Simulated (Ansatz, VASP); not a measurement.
## In: VASP beside Ansatz

File INCAR:

```
SYSTEM = In
PREC = Accurate
ENCUT = 600
EDIFF = 1E-7
ISMEAR = -1
SIGMA = 0.05
LREAL = .FALSE.
LASPH = .TRUE.
NELM = 60
ALGO = Normal
ISIF = 3
LWAVE = .FALSE.
LCHARG = .FALSE.
GGA = PE
IBRION = 2
NSW = 60
EDIFFG = -0.01
```

Contents of KPOINTS:

```
regular mesh
0
G
  9 9 5
  0 0 0
```

File POSCAR:

```
In
1.0
    3.3354847820      0.0000000000      0.0000000000
   -1.6677423910      2.8886145552      0.0000000000
    0.0000000000      0.0000000000      5.5091429200
In
2
Direct
    0.6666666667      0.3333333333      0.7500000000
    0.3333333333      0.6666666667      0.2500000000
```

File input.yaml:

```yaml
crystal:
  lattice:
    - [3.335484782, 0.0, 0.0]
    - [-1.667742391, 2.8886145552, 0.0]
    - [0.0, 0.0, 5.50914292]
  atoms:
    - { symbol: In, position: [0.6666666667, 0.3333333333, 0.75] }
    - { symbol: In, position: [0.3333333333, 0.6666666667, 0.25] }
hamiltonian:
  xc: pbe
  pseudopotentials: { kind: paw }
kpoints:
  mp_grid: { grid: [9, 9, 5] }
scf:
  occupations: { method: fermi_dirac, width: 0.05 }
output:
  forces: true
  stress: true
  eigenvalues: true
relax:
  f_tol: 0.01
  max_steps: 40
  cell: { stress_tol: 0.05 }
```

Alike in both runs: task relaxation of cell and atoms; functional PBE; k mesh 9 × 9 × 5; occupations fermi-dirac, width 0.05 eV; no spin polarisation.

|  | VASP | Ansatz |
| --- | --- | --- |
| version | VASP 6.6.1 | Ansatz 0.2.0 |
| potentials or method | VASP PAW PBE potentials, release 64 (In_d) | Ansatz PAW |
| plane-wave cutoff (eV) | 600 | 420 |
| valence electrons in the cell | 26 | 26 |

VASP gave:

| Item | Value |
| --- | --- |
| gap on the k mesh at the Fermi level, each at its own relaxed structure (eV) | none |
| relaxed volume (Å³/atom) | 27.74 |
| relaxed cell length with the largest relative difference (Å) | 5.893 |

Task: Estimate Ansatz's values.

Result: gap on the k mesh at the Fermi level, each at its own relaxed structure (eV): none; relaxed volume (Å³/atom): 27.75; relaxed cell length with the largest relative difference (Å): 5.894.

A gap of «none» marks a metal or a gap that the smearing closes.

Noted on Ansatz's run: the plane-wave basis is chosen anew once the cell has moved, so the energies of steps on either side of that aren't comparable.
